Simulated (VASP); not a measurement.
# Cr (Im-3m) in VASP: a series of runs

The runs below take Cr through single point, with PBE.

Program: VASP 6.6.1. These are calculated values, not measurements. Logs are shortened: lines on timing, memory, paths and dates and some standing lists are left out, and cuts for length are marked.

## Step 1: The cell of the first run

The structure is cubic, space group Im-3m (No. 229). The conventional cell has a = 2.661 Å, b = 2.661 Å, c = 2.661 Å, α = 90.00°, β = 90.00°, γ = 90.00°. Cr (site symmetry m-3m) has 14 Cr at 2.30 to 2.66 Å within 3.0 Å.

## Step 2: Single point, PBE (9.42 Å³/atom)

INCAR

```
SYSTEM = Cr
PREC = Accurate
ENCUT = 520
EDIFF = 1E-6
ISMEAR = -1
SIGMA = 0.05
LREAL = .FALSE.
LASPH = .TRUE.
NELM = 100
ALGO = Normal
ISIF = 2
LWAVE = .FALSE.
LCHARG = .FALSE.
GGA = PE
NBANDS = 19
```

KPOINTS

```
regular mesh
0
G
  11 11 11
  0 0 0
```

POSCAR

```
Cr
1.0
    2.6609679324      0.0000000000      0.0000000000
    0.0000000000      2.6609679324      0.0000000000
    0.0000000000      0.0000000000      2.6609679324
Cr
2
Direct
    0.0000000000      0.0000000000      0.0000000000
    0.5000000000      0.5000000000      0.5000000000
```

Potentials or basis: VASP PAW PBE potentials, release 64 (Cr_pv).

Run with:

```sh
> cat potpaw_PBE.64/Cr_pv/POTCAR > POTCAR
> mpirun -np 1 vasp_std > vasp.out
```

OUTCAR:

```text
SYSTEM = Cr
   PREC = Accurate
   ENCUT = 520
   EDIFF = 1E-6
   ISMEAR = -1
   LREAL = .FALSE.
   LASPH = .TRUE.
   NELM = 100
   ISIF = 2
   GGA = PE

 ion  position               nearest neighbor table
   1  0.000  0.000  0.000-   2 2.30   2 2.30   2 2.30   2 2.30   2 2.30   2 2.30   2 2.30   2 2.30

   2  0.500  0.500  0.500-   1 2.30   1 2.30   1 2.30   1 2.30   1 2.30   1 2.30   1 2.30   1 2.30

  LATTYP: Found a simple cubic cell.
 ALAT       =     2.6609679324

  Lattice vectors:

 A1 = (   2.6609679324,   0.0000000000,   0.0000000000)
 A2 = (   0.0000000000,   2.6609679324,   0.0000000000)
 A3 = (   0.0000000000,   0.0000000000,   2.6609679324)

Analysis of symmetry for initial positions (statically):
=====================================================================
 Subroutine PRICEL returns following result:

  LATTYP: Found a body centered cubic cell.
 ALAT       =     2.6609679324

  Lattice vectors:

 A1 = (   1.3304839662,   1.3304839662,  -1.3304839662)
 A2 = (  -1.3304839662,   1.3304839662,   1.3304839662)
 A3 = (   1.3304839662,  -1.3304839662,   1.3304839662)

   2 primitive cells build up your supercell.

 Routine SETGRP: Setting up the symmetry group for a
 simple cubic supercell.

 Subroutine GETGRP returns: Found 48 space group operations
 (whereof 48 operations were pure point group operations)
 out of a pool of 48 trial point group operations.

The static configuration has the point symmetry O_h .

Analysis of symmetry for dynamics (positions and initial velocities):
=====================================================================
 Subroutine PRICEL returns following result:

  LATTYP: Found a body centered cubic cell.
 ALAT       =     2.6609679324

  Lattice vectors:

 A1 = (   1.3304839662,   1.3304839662,  -1.3304839662)
 A2 = (  -1.3304839662,   1.3304839662,   1.3304839662)
 A3 = (   1.3304839662,  -1.3304839662,   1.3304839662)

   2 primitive cells build up your supercell.

 Routine SETGRP: Setting up the symmetry group for a
 simple cubic supercell.

 Subroutine GETGRP returns: Found 48 space group operations
 (whereof 48 operations were pure point group operations)
 out of a pool of 48 trial point group operations.

The dynamic configuration has the point symmetry O_h .

 Subroutine INISYM returns: Found 48 space group operations
 (whereof 48 operations are pure point group operations),
 and found     2 'primitive' translations

----------------------------------------------------------------------------------------

                                     Primitive cell

  volume of cell :       9.4208

  direct lattice vectors                    reciprocal lattice vectors
     1.330483966  1.330483966 -1.330483966     0.375803101  0.375803101  0.000000000
    -1.330483966  1.330483966  1.330483966    -0.000000000  0.375803101  0.375803101
     1.330483966 -1.330483966  1.330483966     0.375803101  0.000000000  0.375803101

  length of vectors
     2.304465828  2.304465828  2.304465828     0.531465842  0.531465842  0.531465842

  position of ions in fractional coordinates (direct lattice)
     0.000000000  0.000000000  0.000000000

  ion indices of the primitive-cell ions
   primitive index   ion index
                 1           1

----------------------------------------------------------------------------------------

 KPOINTS: regular mesh

Automatic generation of k-mesh.
 Grid dimensions read from file:
 generate k-points for:   11   11   11

 Generating k-lattice:

  Cartesian coordinates                     Fractional coordinates (reciprocal lattice)
     0.034163918  0.000000000  0.000000000     0.090909091  0.000000000  0.000000000
     0.000000000  0.034163918  0.000000000     0.000000000  0.090909091  0.000000000
     0.000000000  0.000000000  0.034163918     0.000000000  0.000000000  0.090909091

  Length of vectors
     0.034163918  0.034163918  0.034163918

  Shift w.r.t. Gamma in fractional coordinates (k-lattice)
     0.000000000  0.000000000  0.000000000

 Subroutine IBZKPT returns following result:
 ===========================================

 Found     56 irreducible k-points:

 Following reciprocal coordinates:
            Coordinates               Weight
  0.000000  0.000000  0.000000      1.000000
  0.090909  0.000000  0.000000      6.000000
  0.181818  0.000000  0.000000      6.000000
  0.272727  0.000000  0.000000      6.000000
  0.363636  0.000000  0.000000      6.000000
  0.454545  0.000000  0.000000      6.000000
[... 16 lines left out ...]
  0.181818  0.090909  0.090909     24.000000
  0.272727  0.090909  0.090909     24.000000
 [... further k-points ...]
   k-points           NKPTS =     56   k-points in BZ     NKDIM =     56   number of bands    NBANDS=     19
   number of dos      NEDOS =    301   number of ions     NIONS =      2
   total plane-waves  NPLWV =   8000
   dimension x,y,z NGX =    20 NGY =   20 NGZ =   20
   dimension x,y,z NGXF=    40 NGYF=   40 NGZF=   40
   ions per type =               2
   NGX,Y,Z   is equivalent  to a cutoff of  12.50, 12.50, 12.50 a.u.
   NGXF,Y,Z  is equivalent  to a cutoff of  24.99, 24.99, 24.99 a.u.
 SYSTEM =  Cr
   PREC   = accura    normal or accurate (medium, high low for compatibility)
   ISTART =      0    job   : 0-new  1-cont  2-samecut
   ICHARG =      2    charge: 1-file 2-atom 10-const
   ISPIN  =      1    spin polarized calculation?
   LNONCOLLINEAR =      F non collinear calculations
   LSORBIT =      F    spin-orbit coupling
   LASPH  =      T    aspherical Exc in radial PAW
   ENCUT  =  520.0 eV  38.22 Ry    6.18 a.u.   4.95  4.95  4.95*2*pi/ulx,y,z
   NELM   =    100;   NELMIN=  2; NELMDL= -5     # of ELM steps
   EDIFF  = 0.1E-05   stopping-criterion for ELM
   LREAL  =      F    real-space projection
   EDIFFG = 0.1E-04   stopping-criterion for IOM
   NSW    =      0    number of steps for IOM
   IBRION =     -1    ionic relax: 0-MD 1-quasi-New 2-CG
   NFREE  =      0    steps in history (QN), initial steepest desc. (CG)
   ISIF   =      2    stress and relaxation
   ISYM   =      2    0-nonsym 1-usesym 2-fastsym
   POTIM  = 0.5000    time-step for ionic-motion
   TEBEG  =    0.0;   TEEND  =   0.0 temperature during run
   PSTRESS=    0.0 pullay stress
   NELECT =      24.0000    total number of electrons
   NUPDOWN=      -1.0000    fix difference up-down
   EMIN   =  10.00;   EMAX   =-10.00  energy-range for DOS
   EFERMI =   0.00;   METHOD = LEGACY
   ISMEAR =    -1;   SIGMA  =   0.05  broadening in eV -4-tet -1-fermi 0-gaus
   EFERMI_NEDOS =   21; number of points for ismear=-14 and -15
   IALGO  =     38    algorithm
   IMIX   =      4    mixing-type and parameters
     AMIX     =   0.40;   BMIX     =  1.00
     AMIX_MAG =   1.60;   BMIX_MAG =  1.00
  volume/ion in A,a.u.               =       9.42        63.57
  Fermi-wavevector in a.u.,A,eV,Ry     =   1.774621  3.353547 42.848549  3.149280
  Thomas-Fermi vector in A             =   2.840578
   LORBIT       =      0    0 simple, 1 ext, 2 COOP (PROOUT), +10 PAW based schemes
   GGA     = PE    functional components
   LHFCALC =     F    Hartree Fock is set to
   AEXX    =    0.0000 exact exchange contribution
   IVDW    =     0    specifies the selected vdW correction
   LEPSILON=     F    determine dielectric tensor
   LRPA    =     F    only Hartree local field effects (RPA)
 non-spin polarized calculation
  energy-cutoff  :      520.00
  volume of cell :       18.84
 maximum number of plane-waves:       517
 NGX is ok and might be reduce to    20
   NGX =  9   NGY =  9   NGZ =  9

 number of electron      24.0000025 magnetization

 Free energy of the ion-electron system (eV)
  ---------------------------------------------------
  ext. energy  EPLUGINS =         0.00000000
  ---------------------------------------------------
  free energy    TOTEN  =       -18.14974447 eV

  energy without entropy =      -18.14004769  energy(sigma->0) =      -18.14489608

 E-fermi :  14.1447     XC(G=0): -14.9008

 val. band max:       14.1221078140   @ k =   0.1818   0.1818   0.0909
 cond. band min:      14.1745368544   @ k =   0.1818   0.1818   0.0000
 fundamental gap:      0.0524290404
 Fermi energy:        14.1446613299

 k-point     1 :       0.0000    0.0000    0.0000
  band No.  band energies     occupation
      1     -29.3706      2.00000
      2     -29.3706      2.00000
      3     -29.3706      2.00000
      4     -28.2316      2.00000
      5     -28.2316      2.00000
      6     -28.2316      2.00000
[... 11 lines left out ...]
     18      21.4227      0.00000
     19      21.4246      0.00000

 k-point     2 :       0.0909    0.0000    0.0000
  band No.  band energies     occupation
      1     -29.3756      2.00000
      2     -29.3464      2.00000
      3     -29.3464      2.00000
      4     -28.2846      2.00000
      5     -28.2533      2.00000
      6     -28.2533      2.00000
[... 11 lines left out ...]
     18      21.4225      0.00000
     19      21.4246      0.00000

 k-point     3 :       0.1818    0.0000    0.0000
  band No.  band energies     occupation
      1     -29.3832      2.00000
      2     -29.2758      2.00000
      3     -29.2758      2.00000
      4     -28.4313      2.00000
      5     -28.3168      2.00000
      6     -28.3168      2.00000
[... 11 lines left out ...]
     18      21.4216      0.00000
     19      21.4245      0.00000

 k-point     4 :       0.2727    0.0000    0.0000
  band No.  band energies     occupation
      1     -29.3754      2.00000
      2     -29.1652      2.00000
      3     -29.1652      2.00000
      4     -28.6392      2.00000
      5     -28.4181      2.00000
      6     -28.4181      2.00000
[... 407 lines left out ...]
     18      21.4223      0.00000
     19      21.4246      0.00000

 k-point    23 :       0.1818    0.0909    0.0909
  band No.  band energies     occupation
      1     -29.4586      2.00000
      2     -29.3192      2.00000
      3     -29.0894      2.00000
      4     -28.6375      2.00000
      5     -28.3220      2.00000
      6     -28.2673      2.00000
[... 11 lines left out ...]
     18      21.4220      0.00000
     19      21.4245      0.00000

 k-point    24 :       0.2727    0.0909    0.0909
  band No.  band energies     occupation
      1     -29.4939      2.00000
      2     -29.2046      2.00000
      3     -28.9612      2.00000
      4     -28.8546      2.00000
      5     -28.4277      2.00000
      6     -28.3246      2.00000
[... 11 lines left out ...]
     18      21.4193      0.00000
     19      21.4243      0.00000

 [... further k-points ...]

------------------------ aborting loop because EDIFF is reached ----------------------------------------

  FORCE on cell =-STRESS in cart. coord.  units (eV):
  Direction    XX          YY          ZZ          XY          YZ          ZX
  --------------------------------------------------------------------------------------
  -------------------------------------------------------------------------------------
  Total        9.4639140      9.4639140      9.4639140      0.0000000      0.0000000     -0.0000000
  in kB      804.7527064    804.7527064    804.7527064      0.0000000      0.0000000     -0.0000000
  external PRESSURE =     804.7527064 kB  Pullay stress =       0.0000000 kB

 VOLUME and BASIS-vectors are now :
 -----------------------------------------------------------------------------
  energy-cutoff  :      520.00
  volume of cell :       18.84
      direct lattice vectors                 reciprocal lattice vectors
     2.660967932  0.000000000  0.000000000     0.375803101  0.000000000  0.000000000
     0.000000000  2.660967932  0.000000000     0.000000000  0.375803101  0.000000000
     0.000000000  0.000000000  2.660967932     0.000000000  0.000000000  0.375803101

 POSITION                                       TOTAL-FORCE (eV/Angst)
 -----------------------------------------------------------------------------------
      0.00000      0.00000      0.00000         0.000000      0.000000      0.000000
      1.33048      1.33048      1.33048        -0.000000     -0.000000     -0.000000
 -----------------------------------------------------------------------------------
    total drift:                               -0.000000      0.000000     -0.000000

  FREE ENERGIE OF THE ION-ELECTRON SYSTEM (eV)
  ---------------------------------------------------
  free  energy   TOTEN  =       -18.1497444664 eV

  energy  without entropy=      -18.1400476860  energy(sigma->0) =      -18.14489608
```

It took 18 s on 1 thread of Intel Xeon Platinum 8259CL at 2.50GHz (Skylake/Cascade Lake), shared host; peak memory 0.13 GiB.

What came out:

```
Free energy            : -18.1497 eV
Pressure               : 80.5 GPa
Band gap on the k mesh : zero (bands 12 and 13 overlap by 1.71 eV)
```

Caveat: the cell stands under pressure; the run has no spin polarisation, though such a crystal can be magnetic.

## Step 3: Single point, PBE (10.47 Å³/atom)

This run uses another cell than the first one, of 10.47 Å³/atom.

INCAR

```
ALGO = Normal ; EDIFF = 1E-6
ENCUT = 520 ; GGA = PE
ISIF = 2 ; ISMEAR = -1
LASPH = True ; LCHARG = False
LREAL = False ; LWAVE = False
NBANDS = 19 ; NELM = 100
PREC = Accurate ; SIGMA = 0.05
```

KPOINTS

```
k-points
0
Gamma
  11 11 11
```

POSCAR

```
Cr
1.0
    2.7560820190      0.0000000000      0.0000000000
    0.0000000000      2.7560820190      0.0000000000
    0.0000000000      0.0000000000      2.7560820190
Cr
2
Direct
    0.0000000000      0.0000000000      0.0000000000
    0.5000000000      0.5000000000      0.5000000000
```

Potentials or basis: VASP PAW PBE potentials, release 64 (Cr_pv).

Run with:

```sh
> cat potpaw_PBE.64/Cr_pv/POTCAR > POTCAR
> mpirun -np 1 vasp_std > vasp.out
```

Run time: 20 s. Hardware: 1 thread of Intel Xeon Platinum 8259CL at 2.50GHz (Skylake/Cascade Lake), shared host; peak memory 0.13 GiB.

The run converged. Its results:

```
Free energy            : -18.8512 eV
Pressure               : 30.8 GPa
Band gap on the k mesh : zero (bands 12 and 13 overlap by 1.35 eV)
```

Levels at points of the mesh, in eV from the Fermi level:
| k point | band 10 | band 11 | band 12 | band 13 | band 14 | band 15 |
| --- | --- | --- | --- | --- | --- | --- |
| (0.00, 0.00, 0.00) | -1.03 | -1.03 | -1.03 | 1.30 | 1.30 | 2.82 |

Caveat: the cell stands under pressure; the run has no spin polarisation, though such a crystal can be magnetic.

## Step 4: Single point, PBE (11.12 Å³/atom)

This run uses another cell than the first one, of 11.12 Å³/atom.

INCAR

```
  PREC = Accurate
  ENCUT = 520
  EDIFF = 1E-6
  ISMEAR = -1
  SIGMA = 0.05
  LREAL = F
  LASPH = T
  NELM = 80
  ALGO = Normal
  ISIF = 2
  LWAVE = F
  LCHARG = T
  GGA = PE
  LELF = T
  LVHAR = T
  NBANDS = 19
```

KPOINTS

```
Automatic mesh
0
Gamma
  11 11 11
```

POSCAR

```
Cr
1.0
    2.8123440585      0.0000000000      0.0000000000
    0.0000000000      2.8123440585      0.0000000000
    0.0000000000      0.0000000000      2.8123440585
Cr
2
Direct
    0.0000000000      0.0000000000      0.0000000000
    0.5000000000      0.5000000000      0.5000000000
```

Run with:

```sh
> cat potpaw_PBE.64/Cr_pv/POTCAR > POTCAR
> mpirun -np 1 vasp_std > vasp.out
```

Run time: 23 s. Hardware: 1 thread of Intel Xeon Platinum 8259CL at 2.50GHz (Skylake/Cascade Lake), shared host; peak memory 0.14 GiB.

Results (log left out):

| Property | Result |
| --- | --- |
| Free energy | -19.0144 eV |
| Pressure | 10.1 GPa |
| Band gap on the k mesh | zero (bands 12 and 13 overlap by 1.16 eV) |

Levels at points of the mesh, in eV from the Fermi level:
| k point | band 10 | band 11 | band 12 | band 13 | band 14 | band 15 |
| --- | --- | --- | --- | --- | --- | --- |
| (0.00, 0.00, 0.00) | -0.95 | -0.95 | -0.95 | 1.21 | 1.21 | 2.59 |

Caveat: the cell stands under pressure; the run has no spin polarisation, though such a crystal can be magnetic. Spin polarisation is off, so any magnetic state and its effect on volume and gap are missing.

## Step 5: Single point, PBE (11.78 Å³/atom)

This run uses another cell than the first one, of 11.78 Å³/atom.

INCAR

```
PREC = Accurate
ENCUT = 520
EDIFF = 1E-7
ISMEAR = -1
SIGMA = 0.05
LREAL = False
LASPH = True
NELM = 80
ALGO = Normal
ISIF = 2
LWAVE = False
LCHARG = True
GGA = PE
LELF = True
LVHAR = True
NBANDS = 19
```

KPOINTS

```
regular mesh
0
Gamma
  11 11 11
```

POSCAR

```
Cr
1.0
    2.8664408113      0.0000000000      0.0000000000
    0.0000000000      2.8664408113      0.0000000000
    0.0000000000      0.0000000000      2.8664408113
Cr
2
Direct
    0.0000000000      0.0000000000      0.0000000000
    0.5000000000      0.5000000000      0.5000000000
```

Run with:

```sh
> cat potpaw_PBE.64/Cr_pv/POTCAR > POTCAR
> mpirun -np 1 vasp_std > vasp.out
```

Run time: 26 s. Hardware: 1 thread of Intel Xeon Platinum 8259CL at 2.50GHz (Skylake/Cascade Lake), shared host; peak memory 0.15 GiB.

Results (log left out):

```
Free energy            : -19.0311 eV
Pressure               : -5.3 GPa
Band gap on the k mesh : zero (bands 12 and 13 overlap by 1.01 eV)
```

Levels at points of the mesh, in eV from the Fermi level:
| k point | band 9 | band 10 | band 11 | band 12 | band 13 | band 14 | band 15 | band 16 |
| --- | --- | --- | --- | --- | --- | --- | --- | --- |
| (0.00, 0.00, 0.00) | -4.18 | -0.88 | -0.88 | -0.88 | 1.13 | 1.13 | 2.39 | 2.39 |

Caveat: the cell stands under tension; the run has no spin polarisation, though such a crystal can be magnetic. Spin polarisation is off, so any magnetic state and its effect on volume and gap are missing.

## Step 6: Summary

```tsv
cell	gap on the mesh (eV)	pressure (GPa)
a = 2.661 Å, 2 atoms	none	80.5
a = 2.756 Å, 2 atoms	none	30.8
a = 2.812 Å, 2 atoms	none	10.1
a = 2.866 Å, 2 atoms	none	-5.3
```

Alike in all rows: task single point; level PBE; potentials or basis VASP PAW PBE potentials, release 64 (Cr_pv); no spin polarisation; k mesh 11 × 11 × 11; cutoff (eV) 520; smearing fermi-dirac 0.05 eV.

Caveats: the run has no spin polarisation, though such a crystal can be magnetic; the cell stands under pressure (at least some runs); the cell stands under tension (at least some runs).

Total energies depend on the potentials used, so only differences within one code and one set of settings carry meaning.
